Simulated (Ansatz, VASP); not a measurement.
Zr2HS4: VASP beside Ansatz

INCAR

```
SYSTEM = Zr2HS4
ALGO = Normal
DIPOL = 0.5 0.5 0.278
EDIFF = 1E-6
ENCUT = 400
GGA = PE
GGA_COMPAT = .False.
IDIPOL = 3
ISIF = 2
ISMEAR = 0
IVDW = 12
LASPH = .True.
LCHARG = .True.
LDIPOL = .True.
LELF = .True.
LREAL = .False.
LVACPOTAV = .True.
LVHAR = .True.
LWAVE = .False.
NBANDS = 62
NELM = 120
NELMDL = -8
PREC = Accurate
SIGMA = 0.05
```

The input KPOINTS:

```
k-points
0
Gamma
  6 6 1
  0 0 0
```

File POSCAR:

```
Zr2HS4
1.0
    7.2976778227      0.0000000000      0.0000000000
   -3.6488389114      6.3199743831      0.0000000000
    0.0000000000      0.0000000000     20.9171506047
S Zr H
8 4 2
Direct
    0.3333333333      0.1666666667      0.1912306354
    0.3333333333      0.6666666667      0.1912306354
    0.8333333333      0.1666666667      0.1912306354
    0.8333333333      0.6666666667      0.1912306354
    0.1666666667      0.3333333333      0.3306927762
    0.1666666667      0.8333333333      0.3306927762
    0.6666666667      0.3333333333      0.3306927762
    0.6666666667      0.8333333333      0.3306927762
    0.0000000000      0.0000000000      0.2609617058
    0.0000000000      0.5000000000      0.2609617058
    0.5000000000      0.0000000000      0.2609617058
    0.5000000000      0.5000000000      0.2609617058
    0.3435255474      0.6870510948      0.3828031244
    0.4898077859      0.9796155718      0.3828031244
```

Input for Ansatz:

```yaml
crystal:
  lattice:
    - [7.2976778227, 0.0, 0.0]
    - [-3.6488389114, 6.3199743831, 0.0]
    - [0.0, 0.0, 20.9171506047]
  atoms:
    - { symbol: S, position: [0.3333333333, 0.1666666667, 0.1912306354] }
    - { symbol: S, position: [0.3333333333, 0.6666666667, 0.1912306354] }
    - { symbol: S, position: [0.8333333333, 0.1666666667, 0.1912306354] }
    - { symbol: S, position: [0.8333333333, 0.6666666667, 0.1912306354] }
    - { symbol: Zr, position: [0.0, 0.0, 0.2609617058] }
    - { symbol: Zr, position: [0.0, 0.5, 0.2609617058] }
    - { symbol: Zr, position: [0.5, 0.0, 0.2609617058] }
    - { symbol: Zr, position: [0.5, 0.5, 0.2609617058] }
    - { symbol: S, position: [0.1666666667, 0.3333333333, 0.3306927762] }
    - { symbol: S, position: [0.1666666667, 0.8333333333, 0.3306927762] }
    - { symbol: S, position: [0.6666666667, 0.3333333333, 0.3306927762] }
    - { symbol: S, position: [0.6666666667, 0.8333333333, 0.3306927762] }
    - { symbol: H, position: [0.3435255474, 0.6870510948, 0.3828031244] }
    - { symbol: H, position: [0.4898077859, 0.9796155718, 0.3828031244] }
basis:
  ecutwfc: 420
kpoints:
  mp_grid: { grid: [6, 6, 1] }
hamiltonian:
  xc: pbe
  pseudopotentials: { kind: paw, azcp: { folder: soft_1 } }
  dispersion: d3bj
scf:
  occupations: { method: gaussian, width: 0.05 }
output:
  forces: true
  eigenvalues: true
  write_density: true
  write_potential: true
  elf: true
  volumetric_format: npy
efield:
  axis: 3
  dipole_correction: true
  ramp_width: 0.04
```

Alike in both runs: task single point; functional PBE; dispersion D3(BJ); k mesh 6 × 6 × 1; occupations gaussian, width 0.05 eV; no spin polarisation.

|  | VASP | Ansatz |
| --- | --- | --- |
| version | VASP 6.6.1 | Ansatz 0.2.0 |
| potentials or method | VASP PAW PBE potentials, release 64 (S, Zr_sv, H), cutoff 400 eV | scalar-relativistic, plane waves, PAW |
| valence electrons in the cell | 98 | 98 |

|  | VASP | Ansatz | Ansatz less VASP |
| --- | --- | --- | --- |
| gap on the k mesh at the Fermi level (eV) | 0.24 | 0.24 | -0.001 |
| least direct gap on the mesh (eV) | 0.33 | 0.32 | -0.003 |
| rms of the force components (eV/Å) | 0.374 | 0.373 | -0.0010 |
